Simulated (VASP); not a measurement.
# Tc (P6_3/mmc) in VASP: notebook

Runs on Tc. Level: PBE. Tasks: single point, relaxation of cell and atoms.

All numbers are computed with VASP 6.6.1; they aren't measurements. Logs are shortened: lines on timing, memory, paths and dates and some standing lists are left out, and cuts for length are marked.

### 1 The cell of the first run

The structure is hexagonal, space group P6_3/mmc (No. 194). Conventional cell: a = 2.752 Å, b = 2.752 Å, c = 4.401 Å, α = 90.00°, β = 90.00°, γ = 120.00°. Tc (site symmetry -6m2) has 12 Tc at 2.71 to 2.75 Å within 3.6 Å.

### 2 Single point, PBE

INCAR reads:

```
PREC     = Accurate       # precision mode
ENCUT    = 520            # plane-wave cutoff, eV
EDIFF    = 1E-7           # SCF threshold, eV
ISMEAR   = 0              # smearing method
SIGMA    = 0.05           # smearing width, eV
LREAL    = False          # projectors in reciprocal space
LASPH    = True           # aspherical terms in the spheres
NELM     = 100            # most SCF steps
ALGO     = Normal         # electronic algorithm
ISIF     = 2              # what is computed and relaxed
LWAVE    = False          # write WAVECAR
LCHARG   = False          # write CHGCAR
GGA      = PE             # functional
NBANDS   = 20             # bands
```

KPOINTS reads:

```
Automatic mesh
0
Gamma
  18 18 10
```

POSCAR reads:

```
Tc
1.0
    2.7520648162      0.0000000000      0.0000000000
   -1.3760324081      2.3833580437      0.0000000000
    0.0000000000      0.0000000000      4.4006370572
Tc
2
Direct
    0.3333333333      0.6666666667      0.7500000000
    0.6666666667      0.3333333333      0.2500000000
```

Potentials or basis: VASP PAW PBE potentials, release 64 (Tc_pv).

The run is started by

```sh
> cat potpaw_PBE.64/Tc_pv/POTCAR > POTCAR
> mpirun -np 1 vasp_std > vasp.out
```

OUTCAR:

```text
PREC = Accurate
   ENCUT = 520
   EDIFF = 1E-7
   ISMEAR = 0
   LREAL = False
   LASPH = True
   NELM = 100
   ISIF = 2
   GGA = PE

 ion  position               nearest neighbor table
   1  0.333  0.667  0.750-   2 2.71   2 2.71   2 2.71   2 2.71   2 2.71   2 2.71
   2  0.667  0.333  0.250-   1 2.71   1 2.71   1 2.71   1 2.71   1 2.71   1 2.71

  LATTYP: Found a hexagonal cell.
 ALAT       =     2.7520648162
 C/A-ratio  =     1.5990310371

  Lattice vectors:

 A1 = (   2.7520648162,   0.0000000000,   0.0000000000)
 A2 = (  -1.3760324081,   2.3833580437,   0.0000000000)
 A3 = (   0.0000000000,   0.0000000000,   4.4006370572)

Analysis of symmetry for initial positions (statically):
=====================================================================
 Subroutine PRICEL returns:
 Original cell was already a primitive cell.

 Routine SETGRP: Setting up the symmetry group for a
 hexagonal supercell.

 Subroutine GETGRP returns: Found 24 space group operations
 (whereof 12 operations were pure point group operations)
 out of a pool of 24 trial point group operations.

The static configuration has the point symmetry D_3d.
 The point group associated with its full space group is D_6h.

Analysis of symmetry for dynamics (positions and initial velocities):
=====================================================================
 Subroutine PRICEL returns:
 Original cell was already a primitive cell.

 Routine SETGRP: Setting up the symmetry group for a
 hexagonal supercell.

 Subroutine GETGRP returns: Found 24 space group operations
 (whereof 12 operations were pure point group operations)
 out of a pool of 24 trial point group operations.

The dynamic configuration has the point symmetry D_3d.
 The point group associated with its full space group is D_6h.

 Subroutine INISYM returns: Found 24 space group operations
 (whereof 12 operations are pure point group operations),
 and found     1 'primitive' translations

----------------------------------------------------------------------------------------

                                     Primitive cell

  volume of cell :      28.8645

  direct lattice vectors                    reciprocal lattice vectors
     2.752064816  0.000000000  0.000000000     0.363363535  0.209788035  0.000000000
    -1.376032408  2.383358044  0.000000000     0.000000000  0.419576069  0.000000000
     0.000000000  0.000000000  4.400637057     0.000000000  0.000000000  0.227239826

  length of vectors
     2.752064816  2.752064816  4.400637057     0.419576069  0.419576069  0.227239826

  position of ions in fractional coordinates (direct lattice)
     0.333333333  0.666666667  0.750000000
     0.666666667  0.333333333  0.250000000

  ion indices of the primitive-cell ions
   primitive index   ion index
                 1           1
                 2           2

----------------------------------------------------------------------------------------

 KPOINTS: Automatic mesh

Automatic generation of k-mesh.
 Grid dimensions read from file:
 generate k-points for:   18   18   10

 Generating k-lattice:

  Cartesian coordinates                     Fractional coordinates (reciprocal lattice)
     0.020186863  0.011654891  0.000000000     0.055555556  0.000000000  0.000000000
     0.000000000  0.023309782  0.000000000     0.000000000  0.055555556  0.000000000
     0.000000000  0.000000000  0.022723983     0.000000000  0.000000000  0.100000000

  Length of vectors
     0.023309782  0.023309782  0.022723983

  Shift w.r.t. Gamma in fractional coordinates (k-lattice)
     0.000000000  0.000000000  0.000000000

 Subroutine IBZKPT returns following result:
 ===========================================

 Found    222 irreducible k-points:

 Following reciprocal coordinates:
            Coordinates               Weight
  0.000000  0.000000  0.000000      1.000000
  0.055556  0.000000  0.000000      6.000000
  0.111111  0.000000  0.000000      6.000000
  0.166667  0.000000  0.000000      6.000000
  0.222222 -0.000000  0.000000      6.000000
  0.277778  0.000000  0.000000      6.000000
[... 16 lines left out ...]
  0.333333  0.111111  0.000000     12.000000
  0.388889  0.111111  0.000000     12.000000
 [... further k-points ...]
   k-points           NKPTS =    222   k-points in BZ     NKDIM =    222   number of bands    NBANDS=     20
   number of dos      NEDOS =    301   number of ions     NIONS =      2
   total plane-waves  NPLWV =  14400
   dimension x,y,z NGX =    20 NGY =   20 NGZ =   36
   dimension x,y,z NGXF=    40 NGYF=   40 NGZF=   72
   ions per type =               2
   NGX,Y,Z   is equivalent  to a cutoff of  12.08, 12.08, 13.60 a.u.
   NGXF,Y,Z  is equivalent  to a cutoff of  24.16, 24.16, 27.20 a.u.
 SYSTEM =  unknown system
   PREC   = accura    normal or accurate (medium, high low for compatibility)
   ISTART =      0    job   : 0-new  1-cont  2-samecut
   ICHARG =      2    charge: 1-file 2-atom 10-const
   ISPIN  =      1    spin polarized calculation?
   LNONCOLLINEAR =      F non collinear calculations
   LSORBIT =      F    spin-orbit coupling
   LASPH  =      T    aspherical Exc in radial PAW
   ENCUT  =  520.0 eV  38.22 Ry    6.18 a.u.   5.12  5.12  8.18*2*pi/ulx,y,z
   NELM   =    100;   NELMIN=  2; NELMDL= -5     # of ELM steps
   EDIFF  = 0.1E-06   stopping-criterion for ELM
   LREAL  =      F    real-space projection
   EDIFFG = 0.1E-05   stopping-criterion for IOM
   NSW    =      0    number of steps for IOM
   IBRION =     -1    ionic relax: 0-MD 1-quasi-New 2-CG
   NFREE  =      0    steps in history (QN), initial steepest desc. (CG)
   ISIF   =      2    stress and relaxation
   ISYM   =      2    0-nonsym 1-usesym 2-fastsym
   POTIM  = 0.5000    time-step for ionic-motion
   TEBEG  =    0.0;   TEEND  =   0.0 temperature during run
   PSTRESS=    0.0 pullay stress
   NELECT =      26.0000    total number of electrons
   NUPDOWN=      -1.0000    fix difference up-down
   EMIN   =  10.00;   EMAX   =-10.00  energy-range for DOS
   EFERMI =   0.00;   METHOD = LEGACY
   ISMEAR =     0;   SIGMA  =   0.05  broadening in eV -4-tet -1-fermi 0-gaus
   EFERMI_NEDOS =   21; number of points for ismear=-14 and -15
   IALGO  =     38    algorithm
   IMIX   =      4    mixing-type and parameters
     AMIX     =   0.40;   BMIX     =  1.00
     AMIX_MAG =   1.60;   BMIX_MAG =  1.00
  volume/ion in A,a.u.               =      14.43        97.39
  Fermi-wavevector in a.u.,A,eV,Ry     =   1.581047  2.987746 34.010614  2.499710
  Thomas-Fermi vector in A             =   2.681182
   LORBIT       =      0    0 simple, 1 ext, 2 COOP (PROOUT), +10 PAW based schemes
   GGA     = PE    functional components
   LHFCALC =     F    Hartree Fock is set to
   AEXX    =    0.0000 exact exchange contribution
   IVDW    =     0    specifies the selected vdW correction
   LEPSILON=     F    determine dielectric tensor
   LRPA    =     F    only Hartree local field effects (RPA)
 non-spin polarized calculation
 Gauss-broadening in eV      SIGMA  =   0.05
  energy-cutoff  :      520.00
  volume of cell :       28.86
 maximum number of plane-waves:       792
   NGX = 11   NGY = 11   NGZ = 17

 number of electron      25.9999996 magnetization

 Free energy of the ion-electron system (eV)
  ---------------------------------------------------
  ext. energy  EPLUGINS =         0.00000000
  ---------------------------------------------------
  free energy    TOTEN  =       -20.70452607 eV

  energy without entropy =      -20.70228607  energy(sigma->0) =      -20.70340607

 E-fermi :  12.4701     XC(G=0): -13.7466

 val. band max:       12.4687298534   @ k =   0.3333   0.2778   0.5000
 cond. band min:      12.4707733417   @ k =   0.1111   0.1111   0.0000
 fundamental gap:      0.0020434883
 Fermi energy:        12.4700759008

 k-point     1 :       0.0000    0.0000    0.0000
  band No.  band energies     occupation
      1     -26.9244      2.00000
      2     -25.8516      2.00000
      3     -25.8516      2.00000
      4     -25.6675      2.00000
      5     -25.6675      2.00000
      6     -25.6219      2.00000
[... 12 lines left out ...]
     19      23.4923      0.00000
     20      26.7951      0.00000

 k-point     2 :       0.0556    0.0000    0.0000
  band No.  band energies     occupation
      1     -26.9121      2.00000
      2     -25.8791      2.00000
      3     -25.8607      2.00000
      4     -25.6961      2.00000
      5     -25.6712      2.00000
      6     -25.6271      2.00000
[... 12 lines left out ...]
     19      23.4773      0.00000
     20      27.0255      0.00000

 k-point     3 :       0.1111    0.0000    0.0000
  band No.  band energies     occupation
      1     -26.8761      2.00000
      2     -25.9585      2.00000
      3     -25.8864      2.00000
      4     -25.7778      2.00000
      5     -25.6824      2.00000
      6     -25.6430      2.00000
[... 12 lines left out ...]
     19      23.4203      0.00000
     20      27.6437      0.00000

 k-point     4 :       0.1667    0.0000    0.0000
  band No.  band energies     occupation
      1     -26.8185      2.00000
      2     -26.0799      2.00000
      3     -25.9247      2.00000
      4     -25.9005      2.00000
      5     -25.7006      2.00000
      6     -25.6696      2.00000
[... 12 lines left out ...]
     19      23.3049      0.00000
     20      28.2967      0.00000

 k-point     5 :       0.2222   -0.0000    0.0000
  band No.  band energies     occupation
      1     -26.7428      2.00000
      2     -26.2286      2.00000
      3     -26.0467      2.00000
      4     -25.9701      2.00000
      5     -25.7238      2.00000
      6     -25.7070      2.00000
[... 12 lines left out ...]
     19      23.1396      0.00000
     20      27.8805      0.00000
[... 353 lines left out ...]
      6     -25.7712      2.00000
[... 12 lines left out ...]
     19      23.0182      0.00000
     20      26.2896      0.00000

 k-point    22 :       0.2778    0.1111    0.0000
  band No.  band energies     occupation
      1     -26.5321      2.00000
      2     -26.5178      2.00000
      3     -26.3661      2.00000
      4     -26.0835      2.00000
      5     -25.8360      2.00000
      6     -25.8279      2.00000
[... 12 lines left out ...]
     19      23.1164      0.00000
     20      24.5508      0.00000

 k-point    23 :       0.3333    0.1111    0.0000
  band No.  band energies     occupation
      1     -26.6292      2.00000
      2     -26.4438      2.00000
      3     -26.4414      2.00000
      4     -26.1373      2.00000
      5     -25.8889      2.00000
      6     -25.8619      2.00000
[... 12 lines left out ...]
     19      23.6880      0.00000
     20      24.2376      0.00000

 k-point    24 :       0.3889    0.1111    0.0000
  band No.  band energies     occupation
      1     -26.7015      2.00000
      2     -26.4943      2.00000
      3     -26.3679      2.00000
      4     -26.1719      2.00000
      5     -25.9429      2.00000
      6     -25.8787      2.00000
[... 12 lines left out ...]
     19      23.9680      0.00000
     20      24.6818      0.00000

 [... further k-points ...]
[... 5 lines left out ...]
  --------------------------------------------------------------------------------------
  -------------------------------------------------------------------------------------
  Total       -0.1155195     -0.1155195     -0.1242682      0.0000000      0.0000000      0.0000000
  in kB       -6.4121326     -6.4121326     -6.8977421      0.0000000      0.0000000      0.0000000
  external PRESSURE =      -6.5740024 kB  Pullay stress =       0.0000000 kB

 VOLUME and BASIS-vectors are now :
 -----------------------------------------------------------------------------
  energy-cutoff  :      520.00
  volume of cell :       28.86
      direct lattice vectors                 reciprocal lattice vectors
     2.752064816  0.000000000  0.000000000     0.363363535  0.209788035  0.000000000
    -1.376032408  2.383358044  0.000000000     0.000000000  0.419576069  0.000000000
     0.000000000  0.000000000  4.400637057     0.000000000  0.000000000  0.227239826

 POSITION                                       TOTAL-FORCE (eV/Angst)
 -----------------------------------------------------------------------------------
     -0.00000      1.58891      3.30048         0.000000     -0.000000      0.000000
      1.37603      0.79445      1.10016        -0.000000      0.000000      0.000000
 -----------------------------------------------------------------------------------
    total drift:                               -0.000000      0.000000     -0.000000

  FREE ENERGIE OF THE ION-ELECTRON SYSTEM (eV)
  ---------------------------------------------------
  free  energy   TOTEN  =       -20.7045260702 eV

  energy  without entropy=      -20.7022860694  energy(sigma->0) =      -20.70340607
```

It took 39 s on 1 thread of AMD EPYC 9R45 (Zen 5), shared host; peak memory 0.19 GiB.

What came out:

| Quantity | Value |
| --- | --- |
| Free energy | -20.7045 eV |
| Pressure | -0.7 GPa |
| Band gap on the k mesh | zero (band 13 reaches 14.20 eV, above the bottom of band 14 at 10.84 eV) |

Levels at points of the mesh, in eV from the Fermi level:
```
           k point  band 11  band 12  band 13  band 14  band 15  band 16
(0.00, 0.00, 0.00)    -1.40    -0.78    -0.78    -0.11    -0.11     1.72
(0.50, 0.00, 0.00)    -1.08    -0.90    -0.44     2.90     3.32     3.33
(0.00, 0.00, 0.50)    -1.63    -1.63    -1.63    -1.63     1.87     1.87
(0.50, 0.00, 0.50)     0.16     0.16     1.44     1.44     3.16     3.16
```

[end of part 1 of 2]
